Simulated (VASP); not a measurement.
## V: single point with LDA

The system is V.

```xyz
1
Lattice="0.0000 1.8950 1.8950 1.8950 0.0000 1.8950 1.8950 1.8950 0.0000" Properties=species:S:1:pos:R:3 pbc="T T T"
V     0.0000    0.0000    0.0000
```

This isn't the form of V at room conditions, which is bcc.

```
Program                : VASP 6.6.1
Task                   : single point
Functional             : LDA
Potentials or basis    : VASP PAW LDA potentials, release 64 (V_sv)
Cutoff                 : 520 eV
k mesh                 : 16 × 16 × 16
Occupations            : fermi-dirac, width 0.05 eV
Spin                   : collinear spin, ferromagnetic start
Starting moments       : [1.5] μB
Dipole correction      : no
Further INCAR settings : ALGO = Normal; EDIFF = 1e-06; NBANDS = 16
```

* Pressure: -8.6 GPa
* Net moment: 0.00 μB per cell
* Valence electrons inside the program's atomic spheres: V 11.65

Levels at points of the mesh, in eV from the Fermi level:
Spin up:
```tsv
k point	band 4	band 5	band 6	band 7	band 8	band 9
(0.00, 0.00, 0.00)	-37.01	-6.80	0.16	0.16	0.16	1.91
(0.50, 0.00, 0.00)	-37.13	-3.37	0.01	0.01	0.96	3.15
(0.50, 0.50, 0.00)	-37.33	-3.56	-2.69	3.10	3.48	3.48
```
Spin down:
```tsv
k point	band 2	band 3	band 4	band 5	band 6	band 7	band 8	band 9	band 10	band 11
(0.00, 0.00, 0.00)	-37.01	-37.01	-37.01	-6.80	0.16	0.16	0.16	1.91	1.91	17.84
(0.50, 0.00, 0.00)	-37.91	-37.13	-37.13	-3.37	0.01	0.01	0.96	3.15	3.15	9.23
(0.50, 0.50, 0.00)	-37.85	-37.33	-37.33	-3.56	-2.69	3.10	3.48	3.48	3.57	11.99
```

Run time: 22 s on 1 thread of Intel(R) Xeon(R) 6975P-C (Granite Rapids), on a shared host, peak memory 0.15 GiB.

Caveat: the cell stands under tension.
